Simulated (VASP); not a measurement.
# Sc in VASP: notebook, part 2 of 2

VASP 6.6.1. The steps go on from the part before.

## 3. Single point, PBE (strained)

Contents of INCAR:

```
PREC = Accurate
ENCUT = 520
EDIFF = 1E-7
ISMEAR = 0
SIGMA = 0.1
LREAL = False
LASPH = True
NELM = 60
ALGO = Fast
ISIF = 2
LWAVE = False
LCHARG = False
GGA = PE
NBANDS = 30
```

Contents of KPOINTS:

```
regular mesh
0
Gamma
  8 8 12
```

Contents of POSCAR:

```
Sc
1.0
    5.4521753574      0.0000000000      0.0000000000
    0.0000000000      5.4521753574      0.0000000000
    0.0000000000      0.0000000000      3.1447249806
Sc
4
Direct
    0.5000000000      0.5000000000      0.0000000000
    0.0000000000      0.0000000000      0.0000000000
    0.5000000000      0.0000000000      0.5450144695
    0.0000000000      0.5000000000      0.4549855305
```

Potentials or basis: VASP PAW PBE potentials, release 64 (Sc_sv).

The run is started by

```
> cat potpaw_PBE.64/Sc_sv/POTCAR > POTCAR
> mpirun -np 1 vasp_std > vasp.out
```

OUTCAR:

```text
PREC = Accurate
   ENCUT = 520
   EDIFF = 1E-7
   ISMEAR = 0
   LREAL = False
   LASPH = True
   NELM = 60
   ISIF = 2
   GGA = PE

 ion  position               nearest neighbor table
   1  0.500  0.500  0.000-   3 3.08   4 3.08   3 3.08   4 3.08   3 3.22   3 3.22   4 3.22   4 3.22

   2  0.000  0.000  0.000-   3 3.08   4 3.08   4 3.08   3 3.08   3 3.22   4 3.22   3 3.22   4 3.22

   3  0.500  0.000  0.545-   1 3.08   2 3.08   1 3.08   2 3.08   1 3.22   1 3.22   2 3.22   2 3.22

   4  0.000  0.500  0.455-   1 3.08   2 3.08   2 3.08   1 3.08   2 3.22   1 3.22   1 3.22   2 3.22

  LATTYP: Found a simple tetragonal cell.
 ALAT       =     5.4521753574
 C/A-ratio  =     0.5767835358

  Lattice vectors:

 A1 = (   5.4521753574,   0.0000000000,   0.0000000000)
 A2 = (   0.0000000000,   5.4521753574,   0.0000000000)
 A3 = (   0.0000000000,   0.0000000000,   3.1447249806)

Analysis of symmetry for initial positions (statically):
=====================================================================
 Subroutine PRICEL returns:
 Original cell was already a primitive cell.

 Routine SETGRP: Setting up the symmetry group for a
 simple tetragonal supercell.

 Subroutine GETGRP returns: Found 16 space group operations
 (whereof  8 operations were pure point group operations)
 out of a pool of 16 trial point group operations.

The static configuration has the point symmetry D_2d.
 The point group associated with its full space group is D_4h.

Analysis of symmetry for dynamics (positions and initial velocities):
=====================================================================
 Subroutine PRICEL returns:
 Original cell was already a primitive cell.

 Routine SETGRP: Setting up the symmetry group for a
 simple tetragonal supercell.

 Subroutine GETGRP returns: Found 16 space group operations
 (whereof  8 operations were pure point group operations)
[... 125 lines left out ...]
   IMIX   =      4    mixing-type and parameters
     AMIX     =   0.40;   BMIX     =  1.00
     AMIX_MAG =   1.60;   BMIX_MAG =  1.00
  volume/ion in A,a.u.               =      23.37       157.71
  Fermi-wavevector in a.u.,A,eV,Ry     =   1.273459  2.406489 22.064537  1.621698
  Thomas-Fermi vector in A             =   2.406281
   LORBIT       =      0    0 simple, 1 ext, 2 COOP (PROOUT), +10 PAW based schemes
   GGA     = PE    functional components
   LHFCALC =     F    Hartree Fock is set to
   AEXX    =    0.0000 exact exchange contribution
   IVDW    =     0    specifies the selected vdW correction
   LEPSILON=     F    determine dielectric tensor
   LRPA    =     F    only Hartree local field effects (RPA)
 non-spin polarized calculation
 RMM-DIIS sequential band-by-band and
 Gauss-broadening in eV      SIGMA  =   0.10
  energy-cutoff  :      520.00
  volume of cell :       93.48
 maximum number of plane-waves:      2568
 NGX is ok and might be reduce to    42
   NGX = 21   NGY = 21   NGZ = 11

 number of electron      43.9999980 magnetization

 Free energy of the ion-electron system (eV)
  ---------------------------------------------------
  ext. energy  EPLUGINS =         0.00000000
  ---------------------------------------------------
  free energy    TOTEN  =       -24.39684122 eV

  energy without entropy =      -24.36166330  energy(sigma->0) =      -24.37925226

 E-fermi :   4.0638     XC(G=0): -10.0881

 val. band max:        4.0587531522   @ k =   0.5000   0.3750   0.0000
 cond. band min:       4.0775298322   @ k =   0.3750   0.3750   0.5000
 fundamental gap:      0.0187766800
 Fermi energy:         4.0637688895

 k-point     1 :       0.0000    0.0000    0.0000
  band No.  band energies     occupation
      1     -45.3230      2.00000
      2     -45.2617      2.00000
      3     -45.2478      2.00000
      4     -45.1954      2.00000
      5     -24.1861      2.00000
      6     -24.1861      2.00000
[... 781 lines left out ...]
     29       6.0573      0.00000
     30       6.0622      0.00000

 [... further k-points ...]

------------------------ aborting loop because EDIFF is reached ----------------------------------------

  FORCE on cell =-STRESS in cart. coord.  units (eV):
  Direction    XX          YY          ZZ          XY          YZ          ZX
  --------------------------------------------------------------------------------------
  -------------------------------------------------------------------------------------
  Total        1.0067593      1.0067593      4.2244082      0.0000000      0.0000000      0.0000000
  in kB       17.2549590     17.2549590     72.4025989      0.0000000      0.0000000      0.0000000
  external PRESSURE =      35.6375056 kB  Pullay stress =       0.0000000 kB

 VOLUME and BASIS-vectors are now :
 -----------------------------------------------------------------------------
  energy-cutoff  :      520.00
  volume of cell :       93.48
      direct lattice vectors                 reciprocal lattice vectors
     5.452175357  0.000000000  0.000000000     0.183413030  0.000000000  0.000000000
     0.000000000  5.452175357  0.000000000     0.000000000  0.183413030  0.000000000
     0.000000000  0.000000000  3.144724981     0.000000000  0.000000000  0.317992831

 POSITION                                       TOTAL-FORCE (eV/Angst)
 -----------------------------------------------------------------------------------
      2.72609      2.72609      0.00000         0.000000     -0.000000     -0.000000
      0.00000      0.00000      0.00000         0.000000      0.000000     -0.000000
      2.72609      0.00000      1.71392        -0.000000      0.000000     -0.121701
      0.00000      2.72609      1.43080         0.000000      0.000000      0.121701
 -----------------------------------------------------------------------------------
    total drift:                                0.000000     -0.000000     -0.000000

  FREE ENERGIE OF THE ION-ELECTRON SYSTEM (eV)
  ---------------------------------------------------
  free  energy   TOTEN  =       -24.3968412241 eV

  energy  without entropy=      -24.3616632979  energy(sigma->0) =      -24.37925226
```

OSZICAR:

```text
N       E                     dE             d eps       ncg     rms          rms(c)
DAV:   1     0.836016296865E+03    0.83602E+03   -0.19393E+04  6300   0.156E+03
DAV:   2     0.338091880410E+02   -0.80221E+03   -0.78929E+03  8852   0.718E+02
DAV:   3    -0.244195078657E+02   -0.58229E+02   -0.55326E+02 10402   0.246E+02
DAV:   4    -0.269905097512E+02   -0.25710E+01   -0.24499E+01 10320   0.458E+01
[... 13 lines left out ...]
RMM:  18    -0.243968410281E+02   -0.27262E-06   -0.43532E-06  7383   0.678E-03    0.335E-04
RMM:  19    -0.243968412693E+02   -0.24126E-06   -0.17260E-06  6707   0.446E-03    0.286E-04
RMM:  20    -0.243968408193E+02    0.45005E-06   -0.64194E-07  6305   0.382E-03    0.567E-04
RMM:  21    -0.243968411924E+02   -0.37315E-06   -0.32613E-07  6012   0.304E-03    0.144E-04
RMM:  22    -0.243968412241E+02   -0.31700E-07   -0.13379E-07  5753   0.197E-03
   1 F= -.24396841E+02 E0= -.24379252E+02  d E =-.351779E-01
```

It took 3.6 min on 1 thread of AMD EPYC 9R45 (Zen 5), shared host; peak memory 0.31 GiB.

Results:

- Free energy: -24.3968 eV
- Pressure: 3.6 GPa
- Largest force: 0.122 eV/Å
- Band gap on the k mesh: zero (bands 22 and 23 overlap by 0.74 eV)

Forces in eV/Å, atoms in the order of the input:
```
Sc   0.000  0.000  0.000
Sc   0.000  0.000  0.000
Sc   0.000  0.000 -0.122
Sc   0.000  0.000  0.122
```

Levels at points of the mesh, in eV from the Fermi level:
```tsv
k point	band 19	band 20	band 21	band 22	band 23	band 24	band 25	band 26
(0.00, 0.00, 0.00)	-1.93	-1.51	-1.04	-0.05	-0.05	0.74	1.59	1.59
(0.50, 0.00, 0.00)	-1.03	-1.03	-0.91	-0.91	0.49	0.49	1.65	1.65
(0.50, 0.50, 0.00)	-2.71	-2.71	0.31	0.31	0.36	0.36	1.31	1.31
(0.00, 0.00, 0.50)	-0.43	-0.43	-0.36	-0.36	0.31	0.32	0.91	1.02
(0.50, 0.00, 0.50)	-1.15	-1.15	-0.36	-0.36	0.08	0.08	0.48	0.48
(0.50, 0.50, 0.50)	-1.70	-1.70	-0.16	-0.16	-0.10	-0.10	1.15	1.15
```

Caveat: the cell differs from its parent crystal (strained); the cell stands under pressure.
